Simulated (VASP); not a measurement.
Input of a VASP 6.6.1 run:

Contents of INCAR:

```
SYSTEM = Ta5AlN6
PREC     = Accurate       ! precision mode
ENCUT    = 520            ! plane-wave cutoff, eV
EDIFF    = 1E-6           ! SCF threshold, eV
ISMEAR   = 0              ! smearing method
SIGMA    = 0.1            ! smearing width, eV
LREAL    = .False.        ! projectors in reciprocal space
LASPH    = .True.         ! aspherical terms in the spheres
NELM     = 60             ! most SCF steps
ALGO     = Normal         ! electronic algorithm
ISIF     = 2              ! what is computed and relaxed
LWAVE    = .False.        ! write WAVECAR
LCHARG   = .True.         ! write CHGCAR
GGA      = PE             ! functional
LELF     = .True.         ! ELF
LVHAR    = .True.       
NBANDS   = 56             ! bands
```

KPOINTS

```
Automatic mesh
0
Gamma
  6 4 2
  0 0 0
```

Contents of POSCAR:

```
Ta5AlN6
1.0
    2.9645741777      0.0000000000      0.0000000000
    0.0000000000      4.3271429700      0.0000000000
    0.0000000000      0.0000000000      9.7837820484
Ta Al N
5 1 6
Direct
    0.0000000000      0.0000000000      0.0000000000
    0.0000000000      0.0000000000      0.3287560646
    0.0000000000      0.0000000000      0.6712439354
    0.5000000000      0.5000000000      0.8196633650
    0.5000000000      0.5000000000      0.1803366350
    0.5000000000      0.5000000000      0.5000000000
    0.0000000000      0.5000000000      0.3615797391
    0.0000000000      0.5000000000      0.6384202609
    0.5000000000      0.0000000000      0.8378949765
    0.0000000000      0.5000000000      0.0000000000
    0.5000000000      0.0000000000      0.1621050235
    0.5000000000      0.0000000000      0.5000000000
```

Potentials or basis: VASP PAW PBE potentials, release 64 (Ta_pv, Al, N).

Run with:

```sh
$ cat potpaw_PBE.64/Ta_pv/POTCAR potpaw_PBE.64/Al/POTCAR potpaw_PBE.64/N/POTCAR > POTCAR
$ mpirun -np 1 vasp_std > vasp.out
```

(1) Predict the pressure.

(2) Predict the band gap on the k mesh.

(3) Estimate the largest force.

Answers

(1) 0.9 GPa.

(2) zero (bands 44 and 45 overlap by 2.26 eV).

(3) 0.023 eV/Å.

Caveat: the k points lie up to 0.36 Å⁻¹ apart, too coarse for converged energies and pressures of a metal; spin-orbit coupling is left out, which moves the levels of the heavy elements.
